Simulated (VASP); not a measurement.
# Si3Ge in VASP: notebook

Runs on Si3Ge. Level: PBE. Tasks: relaxation of cell and atoms, single point.

Everything below comes from runs of VASP 6.6.1. Logs are shortened: lines on timing, memory, paths and dates and some standing lists are left out, and cuts for length are marked.

## (1) The cell of the first run

It takes space group I-42d (No. 122, tetragonal). Conventional cell: a = 5.490 Å, b = 5.490 Å, c = 10.980 Å, α = 90.00°, β = 90.00°, γ = 90.00°. Within 3.1 Å of Si (site symmetry -4) lie 4 Si at 2.38 Å. Within 3.1 Å of Si (site symmetry 2) lie 2 Si at 2.38 Å and 2 Ge at 2.38 Å. Ge (site symmetry -4) has 4 Si at 2.38 Å within 3.1 Å.

## (2) Relaxation of cell and atoms, PBE

Input file INCAR:

```
PREC     = Accurate       # precision mode
ENCUT    = 600            # plane-wave cutoff, eV
EDIFF    = 1E-6           # SCF threshold, eV
ISMEAR   = 0              # smearing method
SIGMA    = 0.2            # smearing width, eV
LREAL    = F              # projectors in reciprocal space
LASPH    = T              # aspherical terms in the spheres
NELM     = 60             # most SCF steps
ALGO     = Normal         # electronic algorithm
ISIF     = 3              # what is computed and relaxed
LWAVE    = F              # write WAVECAR
LCHARG   = F              # write CHGCAR
GGA      = PE             # functional
IBRION   = 2              # ionic algorithm
NSW      = 36             # ionic steps
EDIFFG   = -0.08          # ionic threshold
```

Input file KPOINTS:

```
regular mesh
0
Gamma
  4 4 4
```

Input file POSCAR:

```
Si3Ge
1.0
   -2.7450000000      2.7450000000      5.4900000000
    2.7450000000     -2.7450000000      5.4900000000
    2.7450000000      2.7450000000     -5.4900000000
Si Ge
6 2
Direct
    0.5000000000      0.5000000000      0.0000000000
    0.6250000000      0.6250000000      0.5000000000
    0.1250000000      0.1250000000      0.5000000000
    0.2500000000      0.7500000000      0.5000000000
    0.8750000000      0.3750000000      0.0000000000
    0.3750000000      0.8750000000      0.0000000000
    0.0000000000      0.0000000000      0.0000000000
    0.7500000000      0.2500000000      0.5000000000
```

Potentials or basis: VASP PAW PBE potentials, release 64 (Si, Ge_d).

The run is started by

```bash
$ cat potpaw_PBE.64/Si/POTCAR potpaw_PBE.64/Ge_d/POTCAR > POTCAR
$ mpirun -np 1 vasp_std > vasp.out
```

OUTCAR:

```text
PREC = Accurate
   ENCUT = 600
   EDIFF = 1E-6
   ISMEAR = 0
   LREAL = F
   LASPH = T
   NELM = 60
   ISIF = 3
   GGA = PE
   IBRION = 2
   NSW = 36
   EDIFFG = -0.08

 ion  position               nearest neighbor table
   1  0.500  0.500  0.000-   2 2.38   5 2.38   6 2.38   3 2.38
   2  0.625  0.625  0.500-   4 2.38   7 2.38   8 2.38   1 2.38
   3  0.125  0.125  0.500-   1 2.38   4 2.38   8 2.38   7 2.38
   4  0.250  0.750  0.500-   2 2.38   3 2.38   6 2.38   5 2.38
   5  0.875  0.375  0.000-   1 2.38   4 2.38   7 2.38   8 2.38
   6  0.375  0.875  0.000-   1 2.38   7 2.38   8 2.38   4 2.38
   7  0.000  0.000  0.000-   3 2.38   5 2.38   6 2.38   2 2.38
   8  0.750  0.250  0.500-   2 2.38   3 2.38   5 2.38   6 2.38

  LATTYP: Found a body centered tetragonal cell.
 ALAT       =     5.4900000000
 C/A-ratio  =     2.0000000000

  Lattice vectors:

 A1 = (  -2.7450000000,   2.7450000000,   5.4900000000)
 A2 = (   2.7450000000,  -2.7450000000,   5.4900000000)
 A3 = (   2.7450000000,   2.7450000000,  -5.4900000000)

Analysis of symmetry for initial positions (statically):
=====================================================================
 Subroutine PRICEL returns:
 Original cell was already a primitive cell.

 Routine SETGRP: Setting up the symmetry group for a
 body centered tetragonal supercell.

 Subroutine GETGRP returns: Found  8 space group operations
 (whereof  4 operations were pure point group operations)
 out of a pool of 16 trial point group operations.

The static configuration has the point symmetry S_4 .
 The point group associated with its full space group is D_2d.

Analysis of symmetry for dynamics (positions and initial velocities):
=====================================================================
 Subroutine PRICEL returns:
 Original cell was already a primitive cell.

 Routine SETGRP: Setting up the symmetry group for a
 body centered tetragonal supercell.

 Subroutine GETGRP returns: Found  8 space group operations
 (whereof  4 operations were pure point group operations)
 out of a pool of 16 trial point group operations.

The dynamic configuration has the point symmetry S_4 .
 The point group associated with its full space group is D_2d.

 Subroutine INISYM returns: Found  8 space group operations
 (whereof  4 operations are pure point group operations),
 and found     1 'primitive' translations

----------------------------------------------------------------------------------------

                                     Primitive cell

  volume of cell :     165.4691

  direct lattice vectors                    reciprocal lattice vectors
    -2.745000000  2.745000000  5.490000000     0.000000000  0.182149362  0.091074681
     2.745000000 -2.745000000  5.490000000     0.182149362  0.000000000  0.091074681
     2.745000000  2.745000000 -5.490000000     0.182149362  0.182149362  0.000000000

  length of vectors
     6.723849344  6.723849344  6.723849344     0.203649178  0.203649178  0.257598099

  position of ions in fractional coordinates (direct lattice)
     0.500000000  0.500000000  0.000000000
     0.625000000  0.625000000  0.500000000
     0.125000000  0.125000000  0.500000000
     0.250000000  0.750000000  0.500000000
     0.875000000  0.375000000  0.000000000
     0.375000000  0.875000000  0.000000000
     0.000000000  0.000000000  0.000000000
     0.750000000  0.250000000  0.500000000

  ion indices of the primitive-cell ions
   primitive index   ion index
                 1           1
                 2           2
                 3           3
                 4           4
                 5           5
                 6           6
                 7           7
                 8           8

----------------------------------------------------------------------------------------

 KPOINTS: regular mesh

Automatic generation of k-mesh.
 Grid dimensions read from file:
 generate k-points for:    4    4    4

 Generating k-lattice:

  Cartesian coordinates                     Fractional coordinates (reciprocal lattice)
     0.000000000  0.045537341  0.022768670     0.250000000  0.000000000  0.000000000
     0.045537341  0.000000000  0.022768670     0.000000000  0.250000000  0.000000000
     0.045537341  0.045537341  0.000000000     0.000000000  0.000000000  0.250000000

  Length of vectors
     0.050912295  0.050912295  0.064399525

  Shift w.r.t. Gamma in fractional coordinates (k-lattice)
     0.000000000  0.000000000  0.000000000

 Subroutine IBZKPT returns following result:
 ===========================================

 Found     13 irreducible k-points:

 Following reciprocal coordinates:
            Coordinates               Weight
  0.000000  0.000000  0.000000      1.000000
  0.250000  0.000000  0.000000      8.000000
  0.500000  0.000000  0.000000      4.000000
  0.250000  0.250000  0.000000      8.000000
  0.500000  0.250000  0.000000     16.000000
 -0.250000  0.250000  0.000000      4.000000
  0.500000  0.500000  0.000000      2.000000
  0.250000  0.250000  0.250000      2.000000
 -0.250000  0.250000  0.250000      4.000000
  0.500000  0.500000  0.250000      4.000000
 -0.250000  0.500000  0.250000      8.000000
 -0.250000 -0.250000  0.250000      2.000000
  0.500000  0.500000  0.500000      1.000000
   k-points           NKPTS =     13   k-points in BZ     NKDIM =     13   number of bands    NBANDS=     31
   number of dos      NEDOS =    301   number of ions     NIONS =      8
   total plane-waves  NPLWV = 157464
   dimension x,y,z NGX =    54 NGY =   54 NGZ =   54
   dimension x,y,z NGXF=   108 NGYF=  108 NGZF=  108
   ions per type =               6   2
   NGX,Y,Z   is equivalent  to a cutoff of  13.35, 13.35, 13.35 a.u.
   NGXF,Y,Z  is equivalent  to a cutoff of  26.70, 26.70, 26.70 a.u.
 SYSTEM =  unknown system
   PREC   = accura    normal or accurate (medium, high low for compatibility)
   ISTART =      0    job   : 0-new  1-cont  2-samecut
   ICHARG =      2    charge: 1-file 2-atom 10-const
   ISPIN  =      1    spin polarized calculation?
   LNONCOLLINEAR =      F non collinear calculations
   LSORBIT =      F    spin-orbit coupling
   LASPH  =      T    aspherical Exc in radial PAW
   ENCUT  =  600.0 eV  44.10 Ry    6.64 a.u.  13.43 13.43 13.43*2*pi/ulx,y,z
   NELM   =     60;   NELMIN=  2; NELMDL= -5     # of ELM steps
   EDIFF  = 0.1E-05   stopping-criterion for ELM
   LREAL  =      F    real-space projection
   EDIFFG = -.8E-01   stopping-criterion for IOM
   NSW    =     36    number of steps for IOM
   IBRION =      2    ionic relax: 0-MD 1-quasi-New 2-CG
   NFREE  =      1    steps in history (QN), initial steepest desc. (CG)
   ISIF   =      3    stress and relaxation
   ISYM   =      2    0-nonsym 1-usesym 2-fastsym
   POTIM  = 0.5000    time-step for ionic-motion
   TEBEG  =    0.0;   TEEND  =   0.0 temperature during run
   PSTRESS=    0.0 pullay stress
   NELECT =      52.0000    total number of electrons
   NUPDOWN=      -1.0000    fix difference up-down
   EMIN   =  10.00;   EMAX   =-10.00  energy-range for DOS
   EFERMI =   0.00;   METHOD = LEGACY
   ISMEAR =     0;   SIGMA  =   0.20  broadening in eV -4-tet -1-fermi 0-gaus
   EFERMI_NEDOS =   21; number of points for ismear=-14 and -15
   IALGO  =     38    algorithm
   IMIX   =      4    mixing-type and parameters
     AMIX     =   0.40;   BMIX     =  1.00
     AMIX_MAG =   1.60;   BMIX_MAG =  1.00
  volume/ion in A,a.u.               =      20.68       139.58
  Fermi-wavevector in a.u.,A,eV,Ry     =   1.113022  2.103306 16.855130  1.238817
  Thomas-Fermi vector in A             =   2.249602
   LORBIT       =      0    0 simple, 1 ext, 2 COOP (PROOUT), +10 PAW based schemes
   GGA     = PE    functional components
   LHFCALC =     F    Hartree Fock is set to
   AEXX    =    0.0000 exact exchange contribution
   IVDW    =     0    specifies the selected vdW correction
   LEPSILON=     F    determine dielectric tensor
   LRPA    =     F    only Hartree local field effects (RPA)
 conjugate gradient relaxation of ions
 non-spin polarized calculation
 Gauss-broadening in eV      SIGMA  =   0.20
  energy-cutoff  :      600.00
  volume of cell :      165.47
 maximum number of plane-waves:      5552
 NGX is ok and might be reduce to    54
   NGX = 27   NGY = 27   NGZ = 27

--------------------------------------- Ionic step        1  -------------------------------------------

 number of electron      51.9999988 magnetization

 Free energy of the ion-electron system (eV)
  ---------------------------------------------------
  ext. energy  EPLUGINS =         0.00000000
  ---------------------------------------------------
  free energy    TOTEN  =       -41.40144607 eV

  energy without entropy =      -41.40030030  energy(sigma->0) =      -41.40087319

------------------------ aborting loop because EDIFF is reached ----------------------------------------

  FORCE on cell =-STRESS in cart. coord.  units (eV):
  Direction    XX          YY          ZZ          XY          YZ          ZX
  --------------------------------------------------------------------------------------
  -------------------------------------------------------------------------------------
  Total        2.0133910      2.0133910      1.9606695      0.0000000      0.0000000      0.0000000
  in kB       19.4949297     19.4949297     18.9844465      0.0000000      0.0000000      0.0000000
  external PRESSURE =      19.3247686 kB  Pullay stress =       0.0000000 kB

 VOLUME and BASIS-vectors are now :
 -----------------------------------------------------------------------------
  energy-cutoff  :      600.00
  volume of cell :      165.47
      direct lattice vectors                 reciprocal lattice vectors
    -2.745000000  2.745000000  5.490000000     0.000000000  0.182149362  0.091074681
     2.745000000 -2.745000000  5.490000000     0.182149362  0.000000000  0.091074681
     2.745000000  2.745000000 -5.490000000     0.182149362  0.182149362  0.000000000
[... 85 lines left out ...]
 POSITION                                       TOTAL-FORCE (eV/Angst)
 -----------------------------------------------------------------------------------
      0.00000      0.00000      5.54572         0.000000     -0.000000      0.000000
      1.38680      1.36402      4.15929         0.000000     -0.260483     -0.000000
      1.38680      1.40958     -1.38643         0.000000      0.260483      0.000000
      2.77361      0.00000      2.77286         0.000000     -0.000000     -0.000000
     -1.36402      1.38680      6.93215         0.260483      0.000000      0.000000
      4.13763      1.38680      1.38643        -0.260483     -0.000000     -0.000000
      0.00000     -0.00000      0.00000         0.000000     -0.000000      0.000000
      0.00000      2.77361      2.77286         0.000000     -0.000000      0.000000
 -----------------------------------------------------------------------------------
    total drift:                               -0.000006     -0.000006     -0.000004

  FREE ENERGIE OF THE ION-ELECTRON SYSTEM (eV)
  ---------------------------------------------------
  free  energy   TOTEN  =       -41.4560294778 eV

  energy  without entropy=      -41.4551701400  energy(sigma->0) =      -41.45559981

--------------------------------------- Ionic step        4  -------------------------------------------

 number of electron      51.9999998 magnetization

 Free energy of the ion-electron system (eV)
  ---------------------------------------------------
  ext. energy  EPLUGINS =         0.00000000
  ---------------------------------------------------
  free energy    TOTEN  =       -41.47031368 eV

  energy without entropy =      -41.46924606  energy(sigma->0) =      -41.46977987

 E-fermi :   5.6521     XC(G=0):  -9.4535

 val. band max:        5.3517720814   @ k =   0.0000   0.0000   0.0000
 cond. band min:       5.9654653541   @ k =  -0.2500  -0.2500   0.2500
 fundamental gap:      0.6136932727
 Fermi energy:         5.6521451026

 k-point     1 :       0.0000    0.0000    0.0000
  band No.  band energies     occupation
      1     -18.8710      2.00000
      2     -18.8710      2.00000
      3     -18.8694      2.00000
      4     -18.8660      2.00000
      5     -18.8642      2.00000
      6     -18.8642      2.00000
[... 453 lines left out ...]
 POSITION                                       TOTAL-FORCE (eV/Angst)
 -----------------------------------------------------------------------------------
      2.76751      2.76751      0.00000         0.000000      0.000000      0.000000
      1.38375      1.34386      4.14877         0.000000     -0.062452     -0.000000
      1.38375      1.42365     -1.38292         0.000000      0.062452     -0.000000
      2.76751      0.00000      2.76584        -0.000000     -0.000000     -0.000000
     -1.34386      1.38375      6.91461         0.062452      0.000000     -0.000000
      4.11137      1.38375      1.38292        -0.062452      0.000000     -0.000000
      0.00000      5.53501      0.00000        -0.000000      0.000000     -0.000000
      0.00000      2.76751      2.76584        -0.000000      0.000000      0.000000
 -----------------------------------------------------------------------------------
    total drift:                               -0.000005     -0.000005     -0.000004

  FREE ENERGIE OF THE ION-ELECTRON SYSTEM (eV)
  ---------------------------------------------------
  free  energy   TOTEN  =       -41.4703136795 eV

  energy  without entropy=      -41.4692460616  energy(sigma->0) =      -41.46977987

 reached required accuracy - stopping structural energy minimisation
```

Run time: 3 min. Hardware: 1 thread of Intel Xeon 6975P-C (Granite Rapids), shared host; peak memory 0.44 GiB.

Results:

```
Free energy                           : -41.4703 eV
Relaxed volume                        : 21.18 Å³/atom
Relaxed cell                          : a = 6.776 Å, b = 6.776 Å, c = 6.776 Å, α = 131.79°, β = 131.79°, γ = 70.56°
Space group after relaxing (to 0.1 Å) : I-42d (No. 122)
Energy gained by relaxing             : 8.6 meV/atom
Ionic steps                           : 4
Pressure after relaxing               : -0.2 GPa
Largest force after relaxing          : 0.062 eV/Å
Band gap on the k mesh                : 0.61 eV (least direct gap 0.67 eV)
```

Forces on the atoms (eV/Å):
```
Si   0.000  0.000  0.000
Si   0.000 -0.062  0.000
Si   0.000  0.062  0.000
Si   0.000  0.000  0.000
Si   0.062  0.000  0.000
Si  -0.062  0.000  0.000
Ge   0.000  0.000  0.000
Ge   0.000  0.000  0.000
```

Step by step:
```
step  energy change (eV)  largest force (eV/Å)  pressure (GPa)  volume (Å³)
   1              0.0000                0.5434            1.93       165.47
   2             -0.0533                0.2180           -1.12       171.52
   3             -0.0546                0.2605           -0.74       170.65
   4             -0.0689                0.0625           -0.15       169.47
```

Final structure:
```
Si Ge
1.0
    -2.76751    2.76751    5.53169
     2.76751   -2.76751    5.53169
     2.76751    2.76751   -5.53169
Si Ge
6 2
Cartesian
  2.7675 2.7675 0.0000
  1.3838 1.3439 4.1488
  1.3838 1.4236 -1.3829
  2.7675 0.0000 2.7658
  -1.3439 1.3838 6.9146
  4.1114 1.3838 1.3829
  0.0000 5.5350 0.0000
  0.0000 2.7675 2.7658
```

Caveat: semilocal functionals underestimate gaps, and a narrow one can read as zero; the relaxation stopped at a loose force limit of 0.08 eV/Å, so its end isn't a converged minimum. A k mesh can miss the band edges.

## (3) Single point, PBE

This run uses another cell than the first one, of 21.16 Å³/atom.

Input file INCAR:

```
ALGO = Normal ; EDIFF = 1E-6
ENCUT = 520 ; GGA = PE
ISIF = 2 ; ISMEAR = 0
LASPH = T ; LCHARG = F
LREAL = F ; LWAVE = F
NBANDS = 36 ; NELM = 60
PREC = Accurate ; SIGMA = 0.1
```

Input file KPOINTS:

```
k-points
0
Gamma
  4 4 4
```

Input file POSCAR:

```
Si3Ge
1.0
    5.5325248255      0.0013962975     -0.0006676559
    0.0013791962      5.5335294566     -0.0002595086
   -2.7676352754     -2.7678210186      5.5294409419
Si Ge
6 2
Direct
    0.5000012531      0.4999654056      0.9998458219
    0.6250695524      0.6169543592      0.7500714578
    0.1250494400      0.1331332073      0.7500590743
    0.7499112548      0.2500213769      0.4999702497
    0.3830692771      0.8749403672      0.2500833998
    0.8669022313      0.3749680034      0.2500059682
   -0.0000095066     -0.0000367272     -0.0001049056
    0.2500064980      0.7500540076      0.5000689340
```

Potentials or basis: VASP PAW PBE potentials, release 64 (Si, Ge_d).

The run is started by

```bash
$ cat potpaw_PBE.64/Si/POTCAR potpaw_PBE.64/Ge_d/POTCAR > POTCAR
$ mpirun -np 1 vasp_std > vasp.out
```

Wall time 1.7 min (1 thread of Intel Xeon 6975P-C (Granite Rapids), shared host); peak memory 0.37 GiB.

The run converged. Its results:

| Property | Result |
| --- | --- |
| Free energy | -41.4706 eV |
| Pressure | 0.0 GPa |
| Largest force | 0.012 eV/Å |
| Band gap on the k mesh | 0.61 eV (least direct gap 0.66 eV) |

Forces in eV/Å, atoms in the order of the input:
```
Si  -0.003 -0.001  0.012
Si  -0.001 -0.003 -0.005
Si  -0.003  0.007 -0.004
Si   0.004 -0.003 -0.002
Si   0.008  0.002 -0.005
Si  -0.005  0.001  0.000
Ge   0.001  0.000  0.008
Ge  -0.001 -0.004 -0.004
```

Levels at points of the mesh, in eV from the valence-band top:
```
           k point  band 24  band 25  band 26  band 27  band 28  band 29
(0.00, 0.00, 0.00)    -0.01    -0.01     0.00     0.66     0.85     2.23
(0.50, 0.00, 0.00)    -2.50    -1.52    -1.36     2.34     2.45     2.72
(0.00, 0.50, 0.00)    -2.51    -1.52    -1.36     2.34     2.45     2.72
(0.50, 0.50, 0.00)    -1.22    -1.18    -1.18     1.08     1.09     2.37
(0.00, 0.00, 0.50)    -1.89    -1.87    -1.86     0.63     0.63     0.86
(0.50, 0.00, 0.50)    -2.51    -1.52    -1.36     2.34     2.45     2.72
(0.00, 0.50, 0.50)    -2.51    -1.52    -1.36     2.34     2.45     2.72
(0.50, 0.50, 0.50)    -1.23    -1.18    -1.18     1.08     1.08     2.38
```

Caveat: semilocal functionals underestimate gaps, and a narrow one can read as zero. A k mesh can miss the band edges.
